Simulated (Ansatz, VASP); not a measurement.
MoS2 in VASP and in Ansatz

The input INCAR:

```
PREC = Accurate
ENCUT = 520
EDIFF = 1E-8
ISMEAR = -1
SIGMA = 0.05
LREAL = F
LASPH = T
NELM = 60
ALGO = Normal
ISIF = 2
LWAVE = F
LCHARG = F
GGA = PE
LEFG = T
NBANDS = 20
```

File KPOINTS:

```
Automatic mesh
0
Gamma
  13 13 13
```

The input POSCAR:

```
MoS2
1.0
    1.5815003568      0.9130796567      6.3070299000
   -1.5815003568      0.9130796567      6.3070299000
    0.0000000000     -1.8261593134      6.3070299000
Mo S
1 2
Direct
    0.0000000000      0.0000000000      0.0000000000
    0.7484000000      0.7484000000      0.7484000000
    0.5849000000      0.5849000000      0.5849000000
```

Input for Ansatz:

```yaml
crystal:
  lattice:
    - [1.5815003568, 0.9130796567, 6.3070299]
    - [-1.5815003568, 0.9130796567, 6.3070299]
    - [0.0, -1.8261593134, 6.3070299]
  atoms:
    - { symbol: Mo, position: [0.0, 0.0, 0.0] }
    - { symbol: S, position: [0.7484, 0.7484, 0.7484] }
    - { symbol: S, position: [0.5849, 0.5849, 0.5849] }
kpoints:
  mp_grid: { grid: [13, 13, 13] }
scf:
  occupations: { method: fermi_dirac, width: 0.05 }
hamiltonian:
  xc: pbe
  pseudopotentials: { kind: all_electron, datasets: crystal }
output:
  forces: true
  stress: true
  eigenvalues: true
  efg: { contact_densities: true }
```

Change from the starting cell: zz strain of +3 %, crystal datasets.

Alike in both runs: task electric field gradients; functional PBE; k mesh 13 × 13 × 13; occupations fermi-dirac, width 0.05 eV; no spin polarisation.

|  | VASP | Ansatz |
| --- | --- | --- |
| version | VASP 6.6.1 | Ansatz 0.2.0 |
| potentials or method | VASP PAW PBE potentials, release 64 (Mo_sv, S), cutoff 520 eV | all-electron PAW with datasets made for the crystal, scalar-relativistic |

```csv
,VASP,Ansatz,Ansatz less VASP
pressure (GPa),3.9,4.1,+0.15
"traceless stress, the component that is largest in VASP (GPa)",0.93,0.97,+0.039
rms of the force components (eV/Å),0.169,0.176,+0.0073
size of Vzz on the site where it differs most (V/Å²),81.9,78.8,-3.07
```

Atom by atom the forces differ by 0.007 eV/Å (rms over components). Ansatz ran all-electron here, and VASP with PAW potentials.
